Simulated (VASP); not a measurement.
# NaCl (P4/mmm) in VASP: a series of runs

NaCl is run at these levels: LDA; tasks: single point.

Program: VASP 6.6.1. These are calculated values, not measurements. Logs are shortened: lines on timing, memory, paths and dates and some standing lists are left out, and cuts for length are marked.

### 1 The cell of the first run

It takes space group P4/mmm (No. 123, tetragonal). Conventional cell: a = 3.502 Å, b = 3.502 Å, c = 3.782 Å, α = 90.00°, β = 90.00°, γ = 90.00°. Na (site symmetry 4/mmm) has 8 Cl at 3.12 Å and 6 Na at 3.50 to 3.78 Å within 4.1 Å. Within 4.1 Å of Cl (site symmetry 4/mmm) lie 8 Na at 3.12 Å and 6 Cl at 3.50 to 3.78 Å.

### 2 Single point, LDA (strain +0.000 along x and y, +0.080 along z)

The input, INCAR:

```
  PREC = Accurate
  ENCUT = 520
  EDIFF = 1E-7
  ISMEAR = 0
  SIGMA = 0.05
  LREAL = F
  LASPH = T
  NELM = 60
  ALGO = Normal
  ISIF = 2
  LWAVE = F
  LCHARG = F
  NBANDS = 14
```

The input, KPOINTS:

```
Automatic mesh
0
Gamma
  6 6 6
```

The input, POSCAR:

```
NaCl
1.0
    3.5021900000      0.0000000000      0.0000000000
    0.0000000000      3.5021900000      0.0000000000
    0.0000000000      0.0000000000      3.7823652000
Na Cl
1 1
Direct
    0.0000000000      0.0000000000      0.0000000000
    0.5000000000      0.5000000000      0.5000000000
```

Potentials or basis: VASP PAW LDA potentials, release 64 (Na_pv, Cl).

The run is started by

```sh
> cat potpaw_LDA.64/Na_pv/POTCAR potpaw_LDA.64/Cl/POTCAR > POTCAR
> mpirun -np 1 vasp_std > vasp.out
```

OUTCAR:

```text
PREC = Accurate
   ENCUT = 520
   EDIFF = 1E-7
   ISMEAR = 0
   LREAL = F
   LASPH = T
   NELM = 60
   ISIF = 2

 ion  position               nearest neighbor table
   1  0.000  0.000  0.000-
   2  0.500  0.500  0.500-

  LATTYP: Found a simple tetragonal cell.
 ALAT       =     3.5021900000
 C/A-ratio  =     1.0800000000

  Lattice vectors:

 A1 = (   3.5021900000,   0.0000000000,   0.0000000000)
 A2 = (   0.0000000000,   3.5021900000,   0.0000000000)
 A3 = (   0.0000000000,   0.0000000000,   3.7823652000)

Analysis of symmetry for initial positions (statically):
=====================================================================
 Subroutine PRICEL returns:
 Original cell was already a primitive cell.

 Routine SETGRP: Setting up the symmetry group for a
 simple tetragonal supercell.

 Subroutine GETGRP returns: Found 16 space group operations
 (whereof 16 operations were pure point group operations)
 out of a pool of 16 trial point group operations.

The static configuration has the point symmetry D_4h.

Analysis of symmetry for dynamics (positions and initial velocities):
=====================================================================
 Subroutine PRICEL returns:
 Original cell was already a primitive cell.

 Routine SETGRP: Setting up the symmetry group for a
 simple tetragonal supercell.

 Subroutine GETGRP returns: Found 16 space group operations
 (whereof 16 operations were pure point group operations)
 out of a pool of 16 trial point group operations.

The dynamic configuration has the point symmetry D_4h.

 Subroutine INISYM returns: Found 16 space group operations
 (whereof 16 operations are pure point group operations),
 and found     1 'primitive' translations

----------------------------------------------------------------------------------------

                                     Primitive cell

  volume of cell :      46.3920

  direct lattice vectors                    reciprocal lattice vectors
     3.502190000  0.000000000  0.000000000     0.285535622  0.000000000  0.000000000
     0.000000000  3.502190000  0.000000000     0.000000000  0.285535622  0.000000000
     0.000000000  0.000000000  3.782365200     0.000000000  0.000000000  0.264384835

  length of vectors
     3.502190000  3.502190000  3.782365200     0.285535622  0.285535622  0.264384835

  position of ions in fractional coordinates (direct lattice)
     0.000000000  0.000000000  0.000000000
     0.500000000  0.500000000  0.500000000

  ion indices of the primitive-cell ions
   primitive index   ion index
                 1           1
                 2           2

----------------------------------------------------------------------------------------

 KPOINTS: Automatic mesh

Automatic generation of k-mesh.
 Grid dimensions read from file:
 generate k-points for:    6    6    6

 Generating k-lattice:

  Cartesian coordinates                     Fractional coordinates (reciprocal lattice)
     0.047589270  0.000000000  0.000000000     0.166666667  0.000000000  0.000000000
     0.000000000  0.047589270  0.000000000     0.000000000  0.166666667  0.000000000
     0.000000000  0.000000000  0.044064139     0.000000000  0.000000000  0.166666667

  Length of vectors
     0.047589270  0.047589270  0.044064139

  Shift w.r.t. Gamma in fractional coordinates (k-lattice)
     0.000000000  0.000000000  0.000000000

 Subroutine IBZKPT returns following result:
 ===========================================

 Found     40 irreducible k-points:

 Following reciprocal coordinates:
            Coordinates               Weight
  0.000000  0.000000  0.000000      1.000000
  0.166667  0.000000  0.000000      4.000000
  0.333333  0.000000  0.000000      4.000000
  0.500000  0.000000  0.000000      2.000000
  0.166667  0.166667  0.000000      4.000000
  0.333333  0.166667  0.000000      8.000000
[... 16 lines left out ...]
  0.333333  0.000000  0.333333      8.000000
  0.500000  0.000000  0.333333      4.000000
 [... further k-points ...]
   k-points           NKPTS =     40   k-points in BZ     NKDIM =     40   number of bands    NBANDS=     14
   number of dos      NEDOS =    301   number of ions     NIONS =      2
   total plane-waves  NPLWV =  21952
   dimension x,y,z NGX =    28 NGY =   28 NGZ =   28
   dimension x,y,z NGXF=    56 NGYF=   56 NGZF=   56
   ions per type =               1   1
   NGX,Y,Z   is equivalent  to a cutoff of  13.29, 13.29, 12.31 a.u.
   NGXF,Y,Z  is equivalent  to a cutoff of  26.58, 26.58, 24.61 a.u.
 SYSTEM =  unknown system
   PREC   = accura    normal or accurate (medium, high low for compatibility)
   ISTART =      0    job   : 0-new  1-cont  2-samecut
   ICHARG =      2    charge: 1-file 2-atom 10-const
   ISPIN  =      1    spin polarized calculation?
   LNONCOLLINEAR =      F non collinear calculations
   LSORBIT =      F    spin-orbit coupling
   LASPH  =      T    aspherical Exc in radial PAW
   ENCUT  =  520.0 eV  38.22 Ry    6.18 a.u.   6.51  6.51  7.03*2*pi/ulx,y,z
   NELM   =     60;   NELMIN=  2; NELMDL= -5     # of ELM steps
   EDIFF  = 0.1E-06   stopping-criterion for ELM
   LREAL  =      F    real-space projection
   EDIFFG = 0.1E-05   stopping-criterion for IOM
   NSW    =      0    number of steps for IOM
   IBRION =     -1    ionic relax: 0-MD 1-quasi-New 2-CG
   NFREE  =      0    steps in history (QN), initial steepest desc. (CG)
   ISIF   =      2    stress and relaxation
   ISYM   =      2    0-nonsym 1-usesym 2-fastsym
   POTIM  = 0.5000    time-step for ionic-motion
   TEBEG  =    0.0;   TEEND  =   0.0 temperature during run
   PSTRESS=    0.0 pullay stress
   NELECT =      14.0000    total number of electrons
   NUPDOWN=      -1.0000    fix difference up-down
   EMIN   =  10.00;   EMAX   =-10.00  energy-range for DOS
   EFERMI =   0.00;   METHOD = LEGACY
   ISMEAR =     0;   SIGMA  =   0.05  broadening in eV -4-tet -1-fermi 0-gaus
   EFERMI_NEDOS =   21; number of points for ismear=-14 and -15
   IALGO  =     38    algorithm
   IMIX   =      4    mixing-type and parameters
     AMIX     =   0.40;   BMIX     =  1.00
     AMIX_MAG =   1.60;   BMIX_MAG =  1.00
  volume/ion in A,a.u.               =      23.20       156.53
  Fermi-wavevector in a.u.,A,eV,Ry     =   1.098087  2.075083 16.405823  1.205794
  Thomas-Fermi vector in A             =   2.234458
   LORBIT       =      0    0 simple, 1 ext, 2 COOP (PROOUT), +10 PAW based schemes
   GGA     = CA    functional components
   LHFCALC =     F    Hartree Fock is set to
   AEXX    =    0.0000 exact exchange contribution
   IVDW    =     0    specifies the selected vdW correction
   LEPSILON=     F    determine dielectric tensor
   LRPA    =     F    only Hartree local field effects (RPA)
 non-spin polarized calculation
 Gauss-broadening in eV      SIGMA  =   0.05
  energy-cutoff  :      520.00
  volume of cell :       46.39
 maximum number of plane-waves:      1270
 NGX is ok and might be reduce to    28
   NGX = 13   NGY = 13   NGZ = 15

 number of electron      13.9999987 magnetization

 Free energy of the ion-electron system (eV)
  ---------------------------------------------------
  ext. energy  EPLUGINS =         0.00000000
  ---------------------------------------------------
  free energy    TOTEN  =        -6.95666486 eV

  energy without entropy =       -6.95666486  energy(sigma->0) =       -6.95666486

 E-fermi :   0.1264     XC(G=0):  -8.6198

 val. band max:       -0.1188306343   @ k =   0.5000   0.0000   0.5000
 cond. band min:       3.0285597621   @ k =   0.0000   0.0000   0.0000
 fundamental gap:      3.1473903964
 Fermi energy:         0.1264366030

 k-point     1 :       0.0000    0.0000    0.0000
  band No.  band energies     occupation
      1     -22.4135      2.00000
      2     -22.4135      2.00000
      3     -22.3978      2.00000
      4     -13.3434      2.00000
      5      -1.0972      2.00000
      6      -0.5216      2.00000
      7      -0.5216      2.00000
      8       3.0286      0.00000
      9       7.7973      0.00000
     10       8.4096      0.00000
     11      13.5241      0.00000
     12      14.6664      0.00000
     13      14.6664      0.00000
     14      14.9488      0.00000

 k-point     2 :       0.1667    0.0000    0.0000
  band No.  band energies     occupation
      1     -22.4233      2.00000
      2     -22.4126      2.00000
      3     -22.3969      2.00000
      4     -13.2603      2.00000
      5      -1.3380      2.00000
      6      -1.0290      2.00000
      7      -0.4626      2.00000
      8       3.7146      0.00000
      9       8.2026      0.00000
     10       8.7756      0.00000
     11      12.2466      0.00000
     12      13.5764      0.00000
     13      14.0621      0.00000
     14      15.1816      0.00000

 k-point     3 :       0.3333    0.0000    0.0000
  band No.  band energies     occupation
      1     -22.4430      2.00000
      2     -22.4109      2.00000
      3     -22.3949      2.00000
      4     -13.0844      2.00000
      5      -2.5173      2.00000
      6      -0.8858      2.00000
      7      -0.3395      2.00000
      8       4.9450      0.00000
      9       8.4479      0.00000
     10       9.1791      0.00000
     11      10.8042      0.00000
     12      12.2256      0.00000
     13      13.4926      0.00000
     14      15.4477      0.00000
[... 324 lines left out ...]
 k-point    23 :       0.3333    0.0000    0.3333
  band No.  band energies     occupation
      1     -22.4402      2.00000
      2     -22.4098      2.00000
      3     -22.4082      2.00000
      4     -12.9578      2.00000
      5      -2.2726      2.00000
      6      -2.0590      2.00000
      7      -0.2259      2.00000
      8       5.6610      0.00000
      9       7.7569      0.00000
     10       9.5887      0.00000
     11      11.1439      0.00000
     12      12.4311      0.00000
     13      12.9202      0.00000
     14      14.5297      0.00000

 k-point    24 :       0.5000    0.0000    0.3333
  band No.  band energies     occupation
      1     -22.4495      2.00000
      2     -22.4090      2.00000
      3     -22.4066      2.00000
      4     -12.8784      2.00000
      5      -2.6277      2.00000
      6      -1.9674      2.00000
      7      -0.1591      2.00000
      8       5.3215      0.00000
      9       8.0016      0.00000
     10      10.1475      0.00000
     11      10.4500      0.00000
     12      12.1577      0.00000
     13      12.9031      0.00000
     14      15.3722      0.00000

 [... further k-points ...]
[... 5 lines left out ...]
  --------------------------------------------------------------------------------------
  -------------------------------------------------------------------------------------
  Total       -0.7623234     -0.7623234     -2.1386366      0.0000000      0.0000000     -0.0000000
  in kB      -26.3273399    -26.3273399    -73.8592189      0.0000000      0.0000000     -0.0000000
  external PRESSURE =     -42.1712996 kB  Pullay stress =       0.0000000 kB

 VOLUME and BASIS-vectors are now :
 -----------------------------------------------------------------------------
  energy-cutoff  :      520.00
  volume of cell :       46.39
      direct lattice vectors                 reciprocal lattice vectors
     3.502190000  0.000000000  0.000000000     0.285535622  0.000000000  0.000000000
     0.000000000  3.502190000  0.000000000     0.000000000  0.285535622  0.000000000
     0.000000000  0.000000000  3.782365200     0.000000000  0.000000000  0.264384835

 POSITION                                       TOTAL-FORCE (eV/Angst)
 -----------------------------------------------------------------------------------
      0.00000      0.00000      0.00000         0.000000      0.000000      0.000000
      1.75110      1.75110      1.89118         0.000000      0.000000      0.000000
 -----------------------------------------------------------------------------------
    total drift:                               -0.000000      0.000000      0.000000

  FREE ENERGIE OF THE ION-ELECTRON SYSTEM (eV)
  ---------------------------------------------------
  free  energy   TOTEN  =        -6.9566648602 eV

  energy  without entropy=       -6.9566648602  energy(sigma->0) =       -6.95666486
```

Run time: 11 s. Hardware: 1 thread of AMD EPYC 9R45 (Zen 5), shared host; peak memory 0.11 GiB.

Results:

```
Free energy            : -6.9567 eV
Pressure               : -4.2 GPa
Band gap on the k mesh : 3.15 eV, indirect (least direct gap 3.55 eV)
```

Levels at points of the mesh, in eV from the valence-band top:
```
           k point  band 5  band 6  band 7  band 8  band 9  band 10
(0.00, 0.00, 0.00)   -0.98   -0.40   -0.40    3.15    7.92     8.53
(0.50, 0.00, 0.00)   -2.88   -0.69   -0.16    6.01    7.66    10.19
(0.50, 0.50, 0.00)   -2.19   -2.19   -0.40    5.32    8.84     9.85
(0.00, 0.00, 0.50)   -2.91   -0.26   -0.26    6.33    7.24    10.22
(0.50, 0.00, 0.50)   -2.37   -2.16    0.00    4.89    9.48     9.62
(0.50, 0.50, 0.50)   -1.90   -1.90   -1.69    6.59    6.59     6.66
```

Caveat: the cell differs from its parent crystal (strain +0.000 along x and y, +0.080 along z).

### 3 Single point, LDA (strain +0.080 along x and y, -0.040 along z)

The input, INCAR:

```
ALGO = Normal ; EDIFF = 1E-6
ENCUT = 520 ; GGA = CA
ISIF = 2 ; ISMEAR = 0
LASPH = True ; LCHARG = True
LELF = True ; LREAL = False
LVHAR = True ; LWAVE = False
NBANDS = 14 ; NELM = 100
PREC = Accurate ; SIGMA = 0.05
```

The input, KPOINTS:

```
k-points
0
Gamma
  6 6 6
```

The input, POSCAR:

```
NaCl
1.0
    3.7823652000      0.0000000000      0.0000000000
    0.0000000000      3.7823652000      0.0000000000
    0.0000000000      0.0000000000      3.3621024000
Na Cl
1 1
Direct
    0.0000000000      0.0000000000      0.0000000000
    0.5000000000      0.5000000000      0.5000000000
```

Potentials or basis: VASP PAW LDA potentials, release 64 (Na_pv, Cl).

The run is started by

```sh
> cat potpaw_LDA.64/Na_pv/POTCAR potpaw_LDA.64/Cl/POTCAR > POTCAR
> mpirun -np 1 vasp_std > vasp.out
```

Wall time 9.6 s (1 thread of AMD EPYC 9R45 (Zen 5), shared host); peak memory 0.12 GiB.

It converged, with:

```yaml
Free_energy: -6.8607 eV
Pressure: -4.4 GPa
Band_gap_on_the_k_mesh: 2.65 eV, indirect (least direct gap 2.92 eV)
```

Stress tensor (GPa, compression positive):
```
-6.85  0.00  0.00
 0.00 -6.85  0.00
 0.00  0.00  0.40
```

Levels at points of the mesh, in eV from the valence-band top:
```
           k point  band 5  band 6  band 7  band 8  band 9  band 10
(0.00, 0.00, 0.00)   -1.19   -1.19   -0.27    2.65    7.34     8.56
(0.50, 0.00, 0.00)   -3.09   -1.01   -0.14    5.68    6.66     9.92
(0.50, 0.50, 0.00)   -2.53   -2.53    0.00    4.21    9.41     9.41
(0.00, 0.00, 0.50)   -3.09   -0.82   -0.82    5.52    7.39     9.76
(0.50, 0.00, 0.50)   -2.61   -2.23   -0.64    4.92    8.55     8.86
(0.50, 0.50, 0.50)   -2.31   -1.93   -1.93    6.19    6.31     6.31
```

Caveat: the cell differs from its parent crystal (strain +0.080 along x and y, -0.040 along z). A k mesh can miss the band edges.

### 4 Single point, LDA (strain +0.080 along x and y, +0.000 along z)

The input, INCAR:

```
ALGO     = Normal         # electronic algorithm
EDIFF    = 1E-6           # SCF threshold, eV
ENCUT    = 520            # plane-wave cutoff, eV
GGA      = CA             # functional
ISIF     = 2              # what is computed and relaxed
ISMEAR   = 0              # smearing method
LASPH    = True           # aspherical terms in the spheres
LCHARG   = False          # write CHGCAR
LREAL    = False          # projectors in reciprocal space
LWAVE    = False          # write WAVECAR
NBANDS   = 14             # bands
NELM     = 60             # most SCF steps
PREC     = Accurate       # precision mode
SIGMA    = 0.05           # smearing width, eV
```

KPOINTS is that of step 3.

POSCAR, as its differences from that of step 3:

```diff
@@ -4,3 +4,3 @@
     0.0000000000      3.7823652000      0.0000000000
-    0.0000000000      0.0000000000      3.3621024000
+    0.0000000000      0.0000000000      3.5021900000
 Na Cl
```

Potentials or basis: VASP PAW LDA potentials, release 64 (Na_pv, Cl).

The run is started by

```sh
> cat potpaw_LDA.64/Na_pv/POTCAR potpaw_LDA.64/Cl/POTCAR > POTCAR
> mpirun -np 1 vasp_std > vasp.out
```

OUTCAR:

```text
EDIFF = 1E-6
   ENCUT = 520
   GGA = CA
   ISIF = 2
   ISMEAR = 0
   LASPH = True
   LREAL = False
   NELM = 60
   PREC = Accurate

 ion  position               nearest neighbor table
   1  0.000  0.000  0.000-
   2  0.500  0.500  0.500-

  LATTYP: Found a simple tetragonal cell.
 ALAT       =     3.7823652000
 C/A-ratio  =     0.9259259259

  Lattice vectors:

 A1 = (   3.7823652000,   0.0000000000,   0.0000000000)
 A2 = (   0.0000000000,   3.7823652000,   0.0000000000)
[... 582 lines left out ...]
      7      -0.9124      2.00000
      8       5.1423      0.00000
      9       7.1877      0.00000
     10       8.5943      0.00000
     11      10.2908      0.00000
     12      10.6449      0.00000
     13      11.6256      0.00000
     14      15.4437      0.00000

 [... further k-points ...]
[... 5 lines left out ...]
  --------------------------------------------------------------------------------------
  -------------------------------------------------------------------------------------
  Total       -1.9876548     -1.9876548     -0.6457721      0.0000000     -0.0000000      0.0000000
  in kB      -63.5601511    -63.5601511    -20.6501498      0.0000000     -0.0000000      0.0000000
  external PRESSURE =     -49.2568174 kB  Pullay stress =       0.0000000 kB

 VOLUME and BASIS-vectors are now :
 -----------------------------------------------------------------------------
  energy-cutoff  :      520.00
  volume of cell :       50.10
      direct lattice vectors                 reciprocal lattice vectors
     3.782365200  0.000000000  0.000000000     0.264384835  0.000000000  0.000000000
     0.000000000  3.782365200  0.000000000     0.000000000  0.264384835  0.000000000
     0.000000000  0.000000000  3.502190000     0.000000000  0.000000000  0.285535622

 POSITION                                       TOTAL-FORCE (eV/Angst)
 -----------------------------------------------------------------------------------
      0.00000      0.00000      0.00000         0.000000      0.000000      0.000000
      1.89118      1.89118      1.75110         0.000000      0.000000      0.000000
 -----------------------------------------------------------------------------------
    total drift:                                0.000000      0.000000      0.000000

  FREE ENERGIE OF THE ION-ELECTRON SYSTEM (eV)
  ---------------------------------------------------
  free  energy   TOTEN  =        -6.8499763643 eV

  energy  without entropy=       -6.8499763643  energy(sigma->0) =       -6.84997636
```

stdout:

```text
POSCAR found type information on POSCAR NaCl
 POSCAR found :  2 types and       2 ions
 scaLAPACK will be used
 LDA part: xc-table for (Slater(with rela. corr.)+CA(PZ))
 , standard interpolation
 POSCAR, INCAR and KPOINTS ok, starting setup
 FFT: planning ... GRIDC
 FFT: planning ... GRID_SOFT
 FFT: planning ... GRID
 WAVECAR not read
 entering main loop
```

Wall time 9.4 s (1 thread of AMD EPYC 9R45 (Zen 5), shared host); peak memory 0.12 GiB.

Results:

```yaml
Free_energy: -6.8500 eV
Pressure: -4.9 GPa
Band_gap_on_the_k_mesh: 2.84 eV, indirect (least direct gap 3.14 eV)
```

Stress tensor (GPa, compression positive):
```
-6.36  0.00  0.00
 0.00 -6.36  0.00
 0.00  0.00 -2.07
```

Caveat: the cell differs from its parent crystal (strain +0.080 along x and y, +0.000 along z). A k mesh can miss the band edges.

### 5 Overview

```csv
cell,gap on the mesh (eV),pressure (GPa)
"a = 3.502, b = 3.502, c = 3.782 Å, 2 atoms",3.15,-4.2
"a = 3.782, b = 3.782, c = 3.362 Å, 2 atoms",2.65,-4.4
"a = 3.782, b = 3.782, c = 3.502 Å, 2 atoms",2.84,-4.9
```

Alike in all rows: task single point; level LDA; potentials or basis VASP PAW LDA potentials, release 64 (Na_pv, Cl); no spin polarisation; k mesh 6 × 6 × 6; cutoff (eV) 520; smearing gaussian 0.05 eV.

Absolute energies hang on the potentials; compare differences alone.
